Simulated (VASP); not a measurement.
# Sc3Al (Pm-3m) in VASP: single point with r2SCAN

Aim: the single point of Sc3Al with r2SCAN.

Everything below comes from runs of VASP 6.6.1. Logs are shortened: lines on timing, memory, paths and dates and some standing lists are left out, and cuts for length are marked.

### 1 The cell of the first run

Symmetry: Pm-3m, No. 221, cubic system. The conventional cell has a = 4.427 Å, b = 4.427 Å, c = 4.427 Å, α = 90.00°, β = 90.00°, γ = 90.00°. Within 4.1 Å of Sc (site symmetry 4/mmm) lie 8 Sc at 3.13 Å and 4 Al at 3.13 Å. Within 4.1 Å of Al (site symmetry m-3m) lie 12 Sc at 3.13 Å.

### 2 Single point, r2SCAN

The input, POSCAR:

```
Sc3Al
1.0
    4.4269043432      0.0000000000      0.0000000000
    0.0000000000      4.4269043432      0.0000000000
    0.0000000000      0.0000000000      4.4269043432
Sc Al
3 1
Direct
    0.5000000000      0.0000000000      0.5000000000
    0.0000000000      0.5000000000      0.5000000000
    0.5000000000      0.5000000000      0.0000000000
    0.0000000000      0.0000000000      0.0000000000
```

The input, INCAR.step1:

```
SYSTEM = Sc3Al
PREC     = Accurate       ! precision mode
ENCUT    = 520            ! plane-wave cutoff, eV
ISMEAR   = 0              ! smearing method
SIGMA    = 0.1            ! smearing width, eV
LREAL    = .FALSE.        ! projectors in reciprocal space
LASPH    = .TRUE.         ! aspherical terms in the spheres
NELM     = 60             ! most SCF steps
NBANDS   = 26             ! bands
GGA      = PE             ! functional
ALGO     = Normal         ! electronic algorithm
EDIFF    = 1E-4           ! SCF threshold, eV
LWAVE    = .TRUE.         ! write WAVECAR
LCHARG   = .FALSE.        ! write CHGCAR
```

The input, INCAR.step2:

```
SYSTEM = Sc3Al
PREC     = Accurate       ! precision mode
ENCUT    = 520            ! plane-wave cutoff, eV
EDIFF    = 1E-6           ! SCF threshold, eV
ISMEAR   = 0              ! smearing method
SIGMA    = 0.1            ! smearing width, eV
LREAL    = .FALSE.        ! projectors in reciprocal space
LASPH    = .TRUE.         ! aspherical terms in the spheres
NELM     = 60             ! most SCF steps
ALGO     = Normal         ! electronic algorithm
ISIF     = 2              ! what is computed and relaxed
LWAVE    = .FALSE.        ! write WAVECAR
LCHARG   = .FALSE.        ! write CHGCAR
METAGGA  = R2SCAN         ! meta-GGA
LMIXTAU  = .TRUE.       
NBANDS   = 26             ! bands
ISTART   = 1
```

The input, KPOINTS:

```
regular mesh
0
G
  10 10 10
  0 0 0
```

Potentials or basis: VASP PAW PBE potentials, release 64 (Sc_sv, Al).

On the command line:

```
cat potpaw_PBE.64/Sc_sv/POTCAR potpaw_PBE.64/Al/POTCAR > POTCAR
cp INCAR.step1 INCAR
mpirun -np 1 vasp_std > vasp.out
cp INCAR.step2 INCAR
mpirun -np 1 vasp_std > vasp.out
```

OUTCAR:

```text
SYSTEM = Sc3Al
   PREC = Accurate
   ENCUT = 520
   EDIFF = 1E-6
   ISMEAR = 0
   LREAL = .FALSE.
   LASPH = .TRUE.
   NELM = 60
   ISIF = 2
   METAGGA = R2SCAN
   ISTART = 1

 ion  position               nearest neighbor table
   1  0.500  0.000  0.500-   2 3.13   3 3.13   4 3.13   3 3.13   4 3.13   2 3.13   3 3.13   3 3.13
                             2 3.13   4 3.13   4 3.13   2 3.13
   2  0.000  0.500  0.500-   1 3.13   3 3.13   4 3.13   3 3.13   4 3.13   1 3.13   4 3.13   4 3.13
                             1 3.13   3 3.13   3 3.13   1 3.13
   3  0.500  0.500  0.000-   1 3.13   2 3.13   4 3.13   1 3.13   2 3.13   1 3.13   4 3.13   1 3.13
                             2 3.13   4 3.13   2 3.13   4 3.13
   4  0.000  0.000  0.000-   1 3.13   2 3.13   3 3.13   1 3.13   2 3.13   2 3.13   3 3.13   2 3.13
                             1 3.13   3 3.13   1 3.13   3 3.13

  LATTYP: Found a simple cubic cell.
 ALAT       =     4.4269043432

  Lattice vectors:

 A1 = (   4.4269043432,   0.0000000000,   0.0000000000)
 A2 = (   0.0000000000,   4.4269043432,   0.0000000000)
 A3 = (   0.0000000000,   0.0000000000,   4.4269043432)

Analysis of symmetry for initial positions (statically):
=====================================================================
 Subroutine PRICEL returns:
 Original cell was already a primitive cell.

 Routine SETGRP: Setting up the symmetry group for a
 simple cubic supercell.

 Subroutine GETGRP returns: Found 48 space group operations
 (whereof 48 operations were pure point group operations)
 out of a pool of 48 trial point group operations.

The static configuration has the point symmetry O_h .

Analysis of symmetry for dynamics (positions and initial velocities):
=====================================================================
 Subroutine PRICEL returns:
 Original cell was already a primitive cell.

 Routine SETGRP: Setting up the symmetry group for a
 simple cubic supercell.

 Subroutine GETGRP returns: Found 48 space group operations
 (whereof 48 operations were pure point group operations)
 out of a pool of 48 trial point group operations.

The dynamic configuration has the point symmetry O_h .

 Subroutine INISYM returns: Found 48 space group operations
 (whereof 48 operations are pure point group operations),
 and found     1 'primitive' translations

----------------------------------------------------------------------------------------

                                     Primitive cell

  volume of cell :      86.7562

  direct lattice vectors                    reciprocal lattice vectors
     4.426904343  0.000000000  0.000000000     0.225891486  0.000000000  0.000000000
     0.000000000  4.426904343  0.000000000     0.000000000  0.225891486  0.000000000
     0.000000000  0.000000000  4.426904343     0.000000000  0.000000000  0.225891486

  length of vectors
     4.426904343  4.426904343  4.426904343     0.225891486  0.225891486  0.225891486

  position of ions in fractional coordinates (direct lattice)
     0.500000000  0.000000000  0.500000000
     0.000000000  0.500000000  0.500000000
     0.500000000  0.500000000  0.000000000
     0.000000000  0.000000000  0.000000000

  ion indices of the primitive-cell ions
   primitive index   ion index
                 1           1
                 2           2
                 3           3
                 4           4

----------------------------------------------------------------------------------------

 KPOINTS: regular mesh

Automatic generation of k-mesh.
 Grid dimensions read from file:
 generate k-points for:   10   10   10

 Generating k-lattice:

  Cartesian coordinates                     Fractional coordinates (reciprocal lattice)
     0.022589149  0.000000000  0.000000000     0.100000000  0.000000000  0.000000000
     0.000000000  0.022589149  0.000000000     0.000000000  0.100000000  0.000000000
     0.000000000  0.000000000  0.022589149     0.000000000  0.000000000  0.100000000

  Length of vectors
     0.022589149  0.022589149  0.022589149

  Shift w.r.t. Gamma in fractional coordinates (k-lattice)
     0.000000000  0.000000000  0.000000000

 Subroutine IBZKPT returns following result:
 ===========================================

 Found     56 irreducible k-points:

 Following reciprocal coordinates:
            Coordinates               Weight
  0.000000  0.000000  0.000000      1.000000
  0.100000  0.000000  0.000000      6.000000
  0.200000  0.000000  0.000000      6.000000
  0.300000  0.000000  0.000000      6.000000
  0.400000  0.000000  0.000000      6.000000
  0.500000  0.000000  0.000000      3.000000
[... 16 lines left out ...]
  0.200000  0.100000  0.100000     24.000000
  0.300000  0.100000  0.100000     24.000000
 [... further k-points ...]
   k-points           NKPTS =     56   k-points in BZ     NKDIM =     56   number of bands    NBANDS=     26
   number of dos      NEDOS =    301   number of ions     NIONS =      4
   total plane-waves  NPLWV =  46656
   dimension x,y,z NGX =    36 NGY =   36 NGZ =   36
   dimension x,y,z NGXF=    72 NGYF=   72 NGZF=   72
   ions per type =               3   1
   NGX,Y,Z   is equivalent  to a cutoff of  13.52, 13.52, 13.52 a.u.
   NGXF,Y,Z  is equivalent  to a cutoff of  27.04, 27.04, 27.04 a.u.
 SYSTEM =  Sc3Al
   PREC   = accura    normal or accurate (medium, high low for compatibility)
   ISTART =      1    job   : 0-new  1-cont  2-samecut
   ICHARG =      0    charge: 1-file 2-atom 10-const
   ISPIN  =      1    spin polarized calculation?
   LNONCOLLINEAR =      F non collinear calculations
   LSORBIT =      F    spin-orbit coupling
   LASPH  =      T    aspherical Exc in radial PAW
   ENCUT  =  520.0 eV  38.22 Ry    6.18 a.u.   8.23  8.23  8.23*2*pi/ulx,y,z
   NELM   =     60;   NELMIN=  2; NELMDL=  0     # of ELM steps
   EDIFF  = 0.1E-05   stopping-criterion for ELM
   LREAL  =      F    real-space projection
   EDIFFG = 0.1E-04   stopping-criterion for IOM
   NSW    =      0    number of steps for IOM
   IBRION =     -1    ionic relax: 0-MD 1-quasi-New 2-CG
   NFREE  =      0    steps in history (QN), initial steepest desc. (CG)
   ISIF   =      2    stress and relaxation
   ISYM   =      2    0-nonsym 1-usesym 2-fastsym
   POTIM  = 0.5000    time-step for ionic-motion
   TEBEG  =    0.0;   TEEND  =   0.0 temperature during run
   PSTRESS=    0.0 pullay stress
   NELECT =      36.0000    total number of electrons
   NUPDOWN=      -1.0000    fix difference up-down
   EMIN   =  10.00;   EMAX   =-10.00  energy-range for DOS
   EFERMI =   0.00;   METHOD = LEGACY
   ISMEAR =     0;   SIGMA  =   0.10  broadening in eV -4-tet -1-fermi 0-gaus
   EFERMI_NEDOS =   21; number of points for ismear=-14 and -15
   IALGO  =     38    algorithm
   IMIX   =      4    mixing-type and parameters
     AMIX     =   0.40;   BMIX     =  1.00
     AMIX_MAG =   1.60;   BMIX_MAG =  1.00
  volume/ion in A,a.u.               =      21.69       146.36
  Fermi-wavevector in a.u.,A,eV,Ry     =   1.221075  2.307496 20.286602  1.491023
  Thomas-Fermi vector in A             =   2.356270
   LORBIT       =      0    0 simple, 1 ext, 2 COOP (PROOUT), +10 PAW based schemes
   METAGGA = R2SCAN    functional components
   LHFCALC =     F    Hartree Fock is set to
   AEXX    =    0.0000 exact exchange contribution
   IVDW    =     0    specifies the selected vdW correction
   LEPSILON=     F    determine dielectric tensor
   LRPA    =     F    only Hartree local field effects (RPA)
 non-spin polarized calculation
 Gauss-broadening in eV      SIGMA  =   0.10
  energy-cutoff  :      520.00
  volume of cell :       86.76
 maximum number of plane-waves:      2360
 NGX is ok and might be reduce to    36
   NGX = 17   NGY = 17   NGZ = 17

 number of electron      35.9999989 magnetization

 Free energy of the ion-electron system (eV)
  ---------------------------------------------------
  ext. energy  EPLUGINS =         0.00000000
  ---------------------------------------------------
  free energy    TOTEN  =       -41.87669379 eV

  energy without entropy =      -41.84881856  energy(sigma->0) =      -41.86275618

 E-fermi :   4.8548     XC(G=0): -10.8191

 val. band max:        4.8472829429   @ k =   0.3000   0.1000   0.1000
 cond. band min:       4.8649520599   @ k =   0.4000   0.4000   0.2000
 fundamental gap:      0.0176691170
 Fermi energy:         4.8548106837

 k-point     1 :       0.0000    0.0000    0.0000
  band No.  band energies     occupation
      1     -46.7803      2.00000
      2     -46.6777      2.00000
      3     -46.6777      2.00000
      4     -24.6207      2.00000
      5     -24.6207      2.00000
      6     -24.6207      2.00000
[... 18 lines left out ...]
     25       7.3300      0.00000
     26       8.5361      0.00000

 k-point     2 :       0.1000    0.0000    0.0000
  band No.  band energies     occupation
      1     -46.7781      2.00000
      2     -46.6799      2.00000
      3     -46.6777      2.00000
      4     -24.6149      2.00000
      5     -24.6149      2.00000
      6     -24.6121      2.00000
[... 18 lines left out ...]
     25       7.4344      0.00000
     26       8.4327      0.00000

 k-point     3 :       0.2000    0.0000    0.0000
  band No.  band energies     occupation
      1     -46.7716      2.00000
      2     -46.6862      2.00000
      3     -46.6776      2.00000
      4     -24.5989      2.00000
      5     -24.5989      2.00000
      6     -24.5868      2.00000
[... 572 lines left out ...]
 k-point    23 :       0.2000    0.1000    0.1000
  band No.  band energies     occupation
      1     -46.7676      2.00000
      2     -46.6869      2.00000
      3     -46.6808      2.00000
      4     -24.6235      2.00000
      5     -24.5737      2.00000
      6     -24.5548      2.00000
[... 18 lines left out ...]
     25       7.6048      0.00000
     26       8.0711      0.00000

 k-point    24 :       0.3000    0.1000    0.1000
  band No.  band energies     occupation
      1     -46.7584      2.00000
      2     -46.6961      2.00000
      3     -46.6807      2.00000
      4     -24.6081      2.00000
      5     -24.5512      2.00000
      6     -24.5160      2.00000
[... 18 lines left out ...]
     25       7.5752      0.00000
     26       7.9170      0.00000

 [... further k-points ...]

------------------------ aborting loop because EDIFF is reached ----------------------------------------

  FORCE on cell =-STRESS in cart. coord.  units (eV):
  Direction    XX          YY          ZZ          XY          YZ          ZX
  --------------------------------------------------------------------------------------
  -------------------------------------------------------------------------------------
  Total        0.0990208      0.0990208      0.0990208     -0.0000000     -0.0000000     -0.0000000
  in kB        1.8286749      1.8286749      1.8286749     -0.0000000     -0.0000000     -0.0000000
  external PRESSURE =       1.8286749 kB  Pullay stress =       0.0000000 kB

 VOLUME and BASIS-vectors are now :
 -----------------------------------------------------------------------------
  energy-cutoff  :      520.00
  volume of cell :       86.76
      direct lattice vectors                 reciprocal lattice vectors
     4.426904343  0.000000000  0.000000000     0.225891486  0.000000000  0.000000000
     0.000000000  4.426904343  0.000000000     0.000000000  0.225891486  0.000000000
     0.000000000  0.000000000  4.426904343     0.000000000  0.000000000  0.225891486

 POSITION                                       TOTAL-FORCE (eV/Angst)
 -----------------------------------------------------------------------------------
      2.21345      0.00000      2.21345         0.000000      0.000000      0.000000
      0.00000      2.21345      2.21345         0.000000      0.000000      0.000000
      2.21345      2.21345      0.00000         0.000000      0.000000      0.000000
      0.00000      0.00000      0.00000         0.000000      0.000000      0.000000
 -----------------------------------------------------------------------------------
    total drift:                                0.000000      0.000000      0.000000

  FREE ENERGIE OF THE ION-ELECTRON SYSTEM (eV)
  ---------------------------------------------------
  free  energy   TOTEN  =       -41.8766937948 eV

  energy  without entropy=      -41.8488185573  energy(sigma->0) =      -41.86275618
```

It took 11 min on 1 thread of Oxide Virtual Turin-like, shared host; peak memory 0.25 GiB.

What came out:

* Free energy: -41.8767 eV
* Pressure: 0.2 GPa
* Band gap on the k mesh: zero (bands 18 and 19 overlap by 1.65 eV)

Levels at points of the mesh, in eV from the Fermi level:
```
           k point  band 16  band 17  band 18  band 19  band 20  band 21
(0.00, 0.00, 0.00)    -1.08    -0.43    -0.43    -0.43     0.46     0.46
(0.50, 0.00, 0.00)    -0.95    -0.95     0.14     0.15     0.86     0.86
(0.50, 0.50, 0.00)    -1.79    -1.09     0.20     0.53     0.53     1.14
(0.50, 0.50, 0.50)    -1.57    -1.44    -1.44    -1.44     0.16     1.59
```

Caveat: the PAW data sets were made with another functional, which shifts forces and pressure a little.
